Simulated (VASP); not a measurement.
Write the native input for VASP 6.6.1 that does the following.

```
Task                   : single point
Functional             : PBEsol
Potentials or basis    : VASP PAW PBE potentials, release 64 (Zr_sv, S)
Cutoff                 : 520 eV
k mesh                 : 16 × 16 × 16
Occupations            : gaussian, width 0.15 eV
Spin                   : no spin polarisation
Dipole correction      : no
Further INCAR settings : ALGO = Normal; EDIFF = 1e-07; NBANDS = 16
```

The structure of ZrS lies in POSCAR:

```
ZrS
1.0
    0.0000000000      2.8350000000      2.7300000000
    2.8350000000      0.0000000000      2.7300000000
    2.8350000000      2.8350000000      0.0000000000
Zr S
1 1
Direct
    0.0000000000      0.0000000000      0.0000000000
    0.5000000000      0.5000000000      0.5000000000
```

This cell differs from its parent crystal: strain +0.080 along x and y, +0.040 along z.

These files were run (other wordings do the same):

INCAR

```
  ALGO = Normal
  EDIFF = 1E-7
  ENCUT = 520
  GGA = PS
  ISIF = 2
  ISMEAR = 0
  LASPH = T
  LCHARG = F
  LREAL = F
  LWAVE = F
  NBANDS = 16
  NELM = 100
  PREC = Accurate
  SIGMA = 0.15
```

KPOINTS

```
k-points
0
Gamma
  16 16 16
```

Potentials or basis: VASP PAW PBE potentials, release 64 (Zr_sv, S).

The run is started by

```console
$ cat potpaw_PBE.64/Zr_sv/POTCAR potpaw_PBE.64/S/POTCAR > POTCAR
$ mpirun -np 1 vasp_std > vasp.out
```

It gave:

The pressure is -20.3 GPa. The band gap on the k mesh is zero (band 9 reaches 9.35 eV, above the bottom of band 10 at 7.27 eV).

Caveat: the cell differs from its parent crystal (strain +0.080 along x and y, +0.040 along z); the PAW data sets were made with another functional, which shifts forces and pressure a little.

Run time: 3.4 min on 1 thread of Intel Xeon 6975P-C, on a shared host, peak memory 0.36 GiB.
